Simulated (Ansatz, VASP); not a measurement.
# Al4GeRu: VASP beside Ansatz

```
CELL_PARAMETERS angstrom
3.49547 0.00000 0.00000
-1.74774 3.02717 0.00000
0.00000 0.00000 7.59657
ATOMIC_POSITIONS crystal
Al 0.33333 0.66667 0.74444
Al 0.33333 0.66667 0.25556
Al 0.66667 0.33333 0.74444
Al 0.66667 0.33333 0.25556
Ge 0.00000 0.00000 0.50000
Ru 0.00000 0.00000 0.00000
```

Change from the starting cell: species swapped into the HfTaB4 type (P6/mmm, No. 191).

Alike in both runs: task relaxation of cell and atoms; functional PBE; k mesh 6 × 6 × 2; occupations gaussian, width 0.1 eV; no spin polarisation.

|  | VASP | Ansatz |
| --- | --- | --- |
| version | VASP 6.6.1 | Ansatz 0.2.0 |
| potentials or method | VASP PAW PBE potentials, release 64 (Al, Ge_d, Ru_pv), cutoff 600 eV | scalar-relativistic, plane waves, PAW |
| valence electrons in the cell | 40 | 42 |

```tsv
	VASP	Ansatz	Ansatz less VASP
gap on the k mesh at the Fermi level, each at its own relaxed structure (eV)	none	none	-
relaxed volume (Å³/atom)	15.85	15.94	+0.088
relaxed cell length with the largest relative difference (Å)	4.654	4.666	+0.0127
```

A gap of «none» marks a metal or a gap that the smearing closes. VASP's potentials hold 40 valence electrons a cell and Ansatz's 42, so a difference there can come from the potentials and not from the codes.

The k mesh is coarse, so the values compare programs but aren't converged. Noted on VASP's run: the volume moved by over 15 % at a fixed basis, so the end points are rough.
